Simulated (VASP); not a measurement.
BeBC4: relaxation of cell and atoms with PBE

BeBC4:

```xyz
6
Lattice="3.3720 0.0000 0.0000 0.0000 3.3720 0.0000 0.0000 0.0000 5.1165" Properties=species:S:1:pos:R:3 pbc="T T T"
Be    0.0000    0.0000    2.5583
B     1.6860    1.6860    2.5583
C     0.0000    1.6860    1.3170
C     1.6860    0.0000    1.3170
C     0.0000    1.6860    3.7995
C     1.6860    0.0000    3.7995
```

The cell was generated, and may not be a known phase.

```yaml
Program: VASP 6.6.1
Task: relaxation of cell and atoms
Functional: PBE
Potentials_or_basis: VASP PAW PBE potentials, release 64 (Be, B, C)
Cutoff: 600 eV
k_mesh: 6 × 6 × 4
Occupations: gaussian, width 0.1 eV
Spin: no spin polarisation
Dipole_correction: no
Further_INCAR_settings: ALGO = Normal; EDIFF = 1e-06; IBRION = 2; EDIFFG = -0.04; NSW = 90; ISIF = 3
```

* Relaxed volume: 6.41 Å³/atom
* Relaxed cell: a = 3.629 Å, b = 3.629 Å, c = 2.920 Å, α = 90.00°, β = 90.00°, γ = 90.00°
* Space group after relaxing (to 0.1 Å): P4/mmm (No. 123)
* Energy gained by relaxing: 1145.4 meV/atom
* Ionic steps: 22
* Pressure after relaxing: -0.6 GPa
* Largest force after relaxing: 0.013 eV/Å
* Band gap on the k mesh: zero (an odd number of electrons rules out a gap without spin polarisation)

Forces on the atoms (eV/Å):
```
Be   0.000  0.000  0.000
B    0.000  0.000  0.000
C    0.000  0.000  0.013
C    0.000  0.000  0.013
C    0.000  0.000 -0.013
C    0.000  0.000 -0.013
```

The path:
```tsv
step	energy change (eV)	largest force (eV/Å)	pressure (GPa)	volume (Å³)
1	0.0000	1.2561	-25.68	58.18
2	-1.4353	0.2415	-0.77	46.03
3	-1.4388	0.2637	0.84	45.61
4	-1.7663	0.1549	-0.59	44.71
5	-2.3003	0.6198	-4.78	43.42
6	-4.0836	0.6195	-4.65	40.32
7	-2.8377	4.3751	125.42	31.90
8	-5.0131	0.4404	-5.43	38.70
9	-6.5179	2.9497	20.15	35.53
10	-6.4954	3.1018	25.28	35.26
11	-6.7670	0.9975	8.46	36.68
12	-6.7748	0.4108	10.47	36.42
13	-6.7750	0.4992	10.14	36.46
14	-6.8164	0.3108	5.01	37.14
15	-6.8410	0.1964	-0.99	38.09
16	-6.8418	0.1350	-2.25	38.31
17	-6.8642	0.4412	-2.02	38.58
18	-6.8642	0.4704	-2.00	38.59
19	-6.8695	0.1603	-0.27	38.51
20	-6.8716	0.0543	-0.88	38.54
21	-6.8716	0.0618	-0.92	38.54
22	-6.8722	0.0128	-0.64	38.47
```

Final structure:
```xyz
6
Lattice="3.6294 0.0000 0.0000 0.0000 3.6294 0.0000 0.0000 0.0000 2.9202" Properties=species:S:1:pos:R:3 pbc="T T T"
Be    0.0000    0.0000    1.4601
B     1.8147    1.8147    1.4601
C     0.0000    1.8147    0.7311
C     1.8147    0.0000    0.7311
C     0.0000    1.8147    2.1891
C     1.8147    0.0000    2.1891
```

Levels at points of the mesh, in eV from the Fermi level:
```csv
k point,band 7,band 8,band 9,band 10,band 11,band 12,band 13,band 14
"(0.00, 0.00, 0.00)",-4.69,-4.69,-4.10,-2.83,3.12,3.12,3.17,3.93
"(0.50, 0.00, 0.00)",-7.84,-7.10,-2.53,-1.50,4.63,4.63,4.80,5.31
"(0.50, 0.50, 0.00)",-2.74,-2.60,-1.31,0.35,0.35,0.43,4.26,4.26
"(0.00, 0.00, 0.50)",-4.33,-4.33,-2.03,-2.03,-0.61,-0.18,0.64,2.48
"(0.50, 0.00, 0.50)",-5.04,-4.52,-4.07,-3.70,-2.39,-2.30,5.06,5.74
"(0.50, 0.50, 0.50)",-7.73,-7.19,0.36,0.57,1.62,1.65,4.42,4.42
```

Run time: 5.6 min on 1 thread of Intel(R) Xeon(R) Platinum 8259CL CPU @ 2.50GHz (Skylake/Cascade Lake), on a shared host, peak memory 0.2 GiB.

Caveat: the volume moved by over 15 % at a fixed basis, so the end points are rough; an odd number of electrons without spin polarisation forces a metal; a magnetic or distorted state may lie lower.
